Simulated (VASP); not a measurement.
Write the native input for VASP 6.6.1 that does the following.

- Task: single point
- Functional: PBEsol
- Potentials or basis: VASP PAW PBE potentials, release 64 (Nb_sv, P)
- Cutoff: 520 eV
- k mesh: 8 × 8 × 8
- Occupations: gaussian, width 0.15 eV
- Spin: no spin polarisation
- Dipole correction: no
- Further INCAR settings: ALGO = Normal; EDIFF = 1e-06; NBANDS = 46

The structure of NbP lies in POSCAR:

```
NbP
1.0
   -3.3202500371      3.3202500371      0.0000000000
    3.3202500371      3.3202500371      0.0000000000
    1.6601250185     -1.6601250185     -5.6451939432
Nb P
4 4
Direct
    0.7498125512      0.5000000000      0.4996251024
    0.2498125512      0.0000000000      0.4996251024
    0.2498125512      0.2500000000      0.9996251024
    0.7498125512      0.7500000000      0.9996251024
    0.1675588738      0.5000000000      0.3351177476
    0.6675588738      0.0000000000      0.3351177476
    0.6675588738      0.2500000000      0.8351177476
    0.1675588738      0.7500000000      0.8351177476
```

The input as run:

INCAR

```
SYSTEM = NbP
PREC = Accurate
ENCUT = 520
EDIFF = 1E-6
ISMEAR = 0
SIGMA = 0.15
LREAL = .False.
LASPH = .True.
NELM = 60
ALGO = Normal
ISIF = 2
LWAVE = .False.
LCHARG = .False.
GGA = PS
NBANDS = 46
```

KPOINTS

```
regular mesh
0
Gamma
  8 8 8
  0 0 0
```

Potentials or basis: VASP PAW PBE potentials, release 64 (Nb_sv, P).

Command:

```bash
$ cat potpaw_PBE.64/Nb_sv/POTCAR potpaw_PBE.64/P/POTCAR > POTCAR
$ mpirun -np 1 vasp_std > vasp.out
```

It gave:

* Pressure: -0.2 GPa
* Band gap on the k mesh: 0.01 eV

Caveat: the smearing spreads over this small gap; semilocal functionals underestimate gaps, and a narrow one can read as zero; the PAW data sets were made with another functional, which shifts forces and pressure a little.

Run time: 6.4 min on 1 thread of Intel(R) Xeon(R) Platinum 8559C (Emerald Rapids), with other jobs on the host, peak memory 0.54 GiB.
